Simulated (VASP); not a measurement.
## Si63Se (a cell with a defect): relaxation of the atoms with PBE

System: Si63Se (a cell with a defect).

```xyz
64
Lattice="10.8620 0.0000 0.0000 0.0000 10.8620 0.0000 0.0000 0.0000 10.8620" Properties=species:S:1:pos:R:3 pbc="T T T"
Se    0.0000    0.0000    0.0000
Si    0.0000    2.7155    2.7155
Si    2.7155    0.0000    2.7155
Si    2.7155    2.7155    0.0000
Si    1.3578    1.3578    1.3578
Si    1.3578    4.0732    4.0732
Si    4.0732    1.3578    4.0732
Si    4.0732    4.0732    1.3578
Si    0.0000    0.0000    5.4310
Si    0.0000    2.7155    8.1465
Si    2.7155    0.0000    8.1465
Si    2.7155    2.7155    5.4310
Si    1.3578    1.3578    6.7888
Si    1.3578    4.0732    9.5043
Si    4.0732    1.3578    9.5043
Si    4.0732    4.0732    6.7888
Si    0.0000    5.4310    0.0000
Si    0.0000    8.1465    2.7155
Si    2.7155    5.4310    2.7155
Si    2.7155    8.1465    0.0000
Si    1.3578    6.7888    1.3578
Si    1.3578    9.5043    4.0732
Si    4.0732    6.7888    4.0732
Si    4.0732    9.5043    1.3578
Si    0.0000    5.4310    5.4310
Si    0.0000    8.1465    8.1465
Si    2.7155    5.4310    8.1465
Si    2.7155    8.1465    5.4310
Si    1.3578    6.7888    6.7888
Si    1.3578    9.5043    9.5043
Si    4.0732    6.7888    9.5043
Si    4.0732    9.5043    6.7888
Si    5.4310    0.0000    0.0000
Si    5.4310    2.7155    2.7155
Si    8.1465    0.0000    2.7155
Si    8.1465    2.7155    0.0000
Si    6.7888    1.3578    1.3578
Si    6.7888    4.0732    4.0732
Si    9.5043    1.3578    4.0732
Si    9.5043    4.0732    1.3578
Si    5.4310    0.0000    5.4310
Si    5.4310    2.7155    8.1465
Si    8.1465    0.0000    8.1465
Si    8.1465    2.7155    5.4310
Si    6.7888    1.3578    6.7888
Si    6.7888    4.0732    9.5043
Si    9.5043    1.3578    9.5043
Si    9.5043    4.0732    6.7888
Si    5.4310    5.4310    0.0000
Si    5.4310    8.1465    2.7155
Si    8.1465    5.4310    2.7155
Si    8.1465    8.1465    0.0000
Si    6.7888    6.7888    1.3578
Si    6.7888    9.5043    4.0732
Si    9.5043    6.7888    4.0732
Si    9.5043    9.5043    1.3578
Si    5.4310    5.4310    5.4310
Si    5.4310    8.1465    8.1465
Si    8.1465    5.4310    8.1465
Si    8.1465    8.1465    5.4310
Si    6.7888    6.7888    6.7888
Si    6.7888    9.5043    9.5043
Si    9.5043    6.7888    9.5043
Si    9.5043    9.5043    6.7888
```

| Item | Value |
| --- | --- |
| Program | VASP 6.6.1 |
| Task | relaxation of the atoms |
| Functional | PBE |
| Potentials or basis | VASP PAW PBE potentials, release 64 (Se, Si) |
| Cutoff | 520 eV |
| k mesh | 1 × 1 × 1 |
| Occupations | gaussian, width 0.01 eV |
| Spin | collinear spin |
| Fixed moment | 1 μB |
| Dipole correction | no |
| Charge | 1 |
| Further INCAR settings | LREAL = Auto; ALGO = Normal; EDIFF = 1e-06; IBRION = 2; EDIFFG = -0.01; NSW = 80; NELECT = 257.0 |

- Energy gained by relaxing: 11.2 meV/atom
- Ionic steps: 13
- Largest force after relaxing: 0.005 eV/Å
- Net moment: 1.00 μB per cell
- Site moments: Se +0.03; Si -0.00, +0.04, +0.00, +0.01 (each value once) μB
- Valence electrons inside the program's atomic spheres: Se 3.83; Si 1.70, 1.65, 1.69 (each value once)

Forces on the atoms (eV/Å):
```
Se   0.000  0.000  0.000
Si  -0.002  0.001  0.001
Si   0.001 -0.002  0.001
Si   0.001  0.001 -0.002
Si  -0.002 -0.002 -0.002
Si  -0.001  0.002  0.002
Si   0.002 -0.001  0.002
Si   0.002  0.002 -0.001
Si   0.000  0.000  0.000
Si   0.002  0.001 -0.001
Si   0.001  0.002 -0.001
Si   0.002  0.002 -0.002
Si  -0.002 -0.002  0.004
Si  -0.002 -0.004  0.002
Si  -0.004 -0.002  0.002
Si   0.002  0.002 -0.002
Si   0.000  0.000  0.000
Si   0.002 -0.001  0.001
Si   0.002 -0.002  0.002
Si   0.001 -0.001  0.002
Si  -0.002  0.004 -0.002
Si  -0.002  0.002 -0.004
Si   0.002 -0.002  0.002
Si  -0.004  0.002 -0.002
Si   0.000  0.000  0.000
Si  -0.002 -0.001 -0.001
Si   0.002  0.002 -0.002
Si   0.002 -0.002  0.002
Si  -0.001 -0.002 -0.002
Si  -0.002  0.002  0.002
Si   0.002 -0.002  0.001
Si   0.002  0.001 -0.002
Si   0.000  0.000  0.000
Si  -0.002  0.002  0.002
Si  -0.001  0.002  0.001
Si  -0.001  0.001  0.002
Si   0.004 -0.002 -0.002
Si  -0.002  0.002  0.002
Si   0.002 -0.002 -0.004
Si   0.002 -0.004 -0.002
Si   0.000  0.000  0.000
Si   0.002  0.002 -0.002
Si  -0.001 -0.002 -0.001
Si  -0.002  0.002  0.002
Si  -0.002 -0.001 -0.002
Si  -0.002  0.002  0.001
Si   0.002 -0.002  0.002
Si   0.001  0.002 -0.002
Si   0.000  0.000  0.000
Si   0.002 -0.002  0.002
Si  -0.002  0.002  0.002
Si  -0.001 -0.001 -0.002
Si  -0.002 -0.002 -0.001
Si  -0.002  0.001  0.002
Si   0.001 -0.002  0.002
Si   0.002  0.002 -0.002
Si   0.000  0.000  0.000
Si  -0.002 -0.002 -0.002
Si  -0.002 -0.002 -0.002
Si  -0.002 -0.002 -0.002
Si  -0.002 -0.002 -0.002
Si   0.004  0.002  0.002
Si   0.002  0.004  0.002
Si   0.002  0.002  0.004
```

The path:
| step | energy change (eV) | largest force (eV/Å) | pressure (GPa) |
| --- | --- | --- | --- |
| 1 | 0.0000 | 1.9808 | 1.87 |
| 2 | -0.5422 | 0.7140 | 1.86 |
| 3 | -0.6142 | 0.3751 | 1.88 |
| 4 | -0.6895 | 0.1124 | 1.87 |
| 5 | -0.6940 | 0.1557 | 1.88 |
| 6 | -0.7106 | 0.0566 | 1.88 |
| 7 | -0.7125 | 0.0400 | 1.88 |
| 8 | -0.7125 | 0.0373 | 1.88 |
| 9 | -0.7138 | 0.0134 | 1.88 |
| 10 | -0.7139 | 0.0244 | 1.88 |
| 11 | -0.7139 | 0.0223 | 1.88 |
| 12 | -0.7141 | 0.0109 | 1.88 |
| 13 | -0.7142 | 0.0050 | 1.88 |

Final structure:
```
Se Si
1.0
    10.86200    0.00000    0.00000
     0.00000   10.86200    0.00000
     0.00000    0.00000   10.86200
Se Si
1 63
Direct
  0.00000 0.00000 0.00000
  0.99798 0.25160 0.25160
  0.25160 0.99798 0.25160
  0.25160 0.25160 0.99798
  0.13512 0.13512 0.13512
  0.12577 0.37505 0.37505
  0.37505 0.12577 0.37505
  0.37505 0.37505 0.12577
  0.00000 0.00000 0.50000
  0.00202 0.25160 0.74840
  0.25160 0.00202 0.74840
  0.25018 0.25018 0.49968
  0.12523 0.12523 0.62416
  0.12523 0.37584 0.87477
  0.37584 0.12523 0.87477
  0.37493 0.37493 0.62507
  0.00000 0.50000 0.00000
  0.00202 0.74840 0.25160
  0.25018 0.49968 0.25018
  0.25160 0.74840 0.00202
  0.12523 0.62416 0.12523
  0.12523 0.87477 0.37584
  0.37493 0.62507 0.37493
  0.37584 0.87477 0.12523
  0.00000 0.50000 0.50000
  0.99798 0.74840 0.74840
  0.25018 0.50032 0.74982
  0.25018 0.74982 0.50032
  0.12577 0.62495 0.62495
  0.13512 0.86488 0.86488
  0.37505 0.62495 0.87423
  0.37505 0.87423 0.62495
  0.50000 0.00000 0.00000
  0.49968 0.25018 0.25018
  0.74840 0.00202 0.25160
  0.74840 0.25160 0.00202
  0.62416 0.12523 0.12523
  0.62507 0.37493 0.37493
  0.87477 0.12523 0.37584
  0.87477 0.37584 0.12523
  0.50000 0.00000 0.50000
  0.50032 0.25018 0.74982
  0.74840 0.99798 0.74840
  0.74982 0.25018 0.50032
  0.62495 0.12577 0.62495
  0.62495 0.37505 0.87423
  0.86488 0.13512 0.86488
  0.87423 0.37505 0.62495
  0.50000 0.50000 0.00000
  0.50032 0.74982 0.25018
  0.74982 0.50032 0.25018
  0.74840 0.74840 0.99798
  0.62495 0.62495 0.12577
  0.62495 0.87423 0.37505
  0.87423 0.62495 0.37505
  0.86488 0.86488 0.13512
  0.50000 0.50000 0.50000
  0.49968 0.74982 0.74982
  0.74982 0.49968 0.74982
  0.74982 0.74982 0.49968
  0.62507 0.62507 0.62507
  0.62416 0.87477 0.87477
  0.87477 0.62416 0.87477
  0.87477 0.87477 0.62416
```

It took 17 min on 1 × NVIDIA H100 80GB with 1 thread of AMD EPYC 7R13 Processor (Zen 3), on a shared host, peak memory 1.9 GiB.

Caveat: the k points lie up to 0.58 Å⁻¹ apart; the cell carries a net charge on a neutralising background, which shifts energy and pressure; the cell is charged against a uniform background, so pressure and absolute levels hang on convention; the total moment is fixed, so each spin has its own Fermi level and the state may be an excited one.
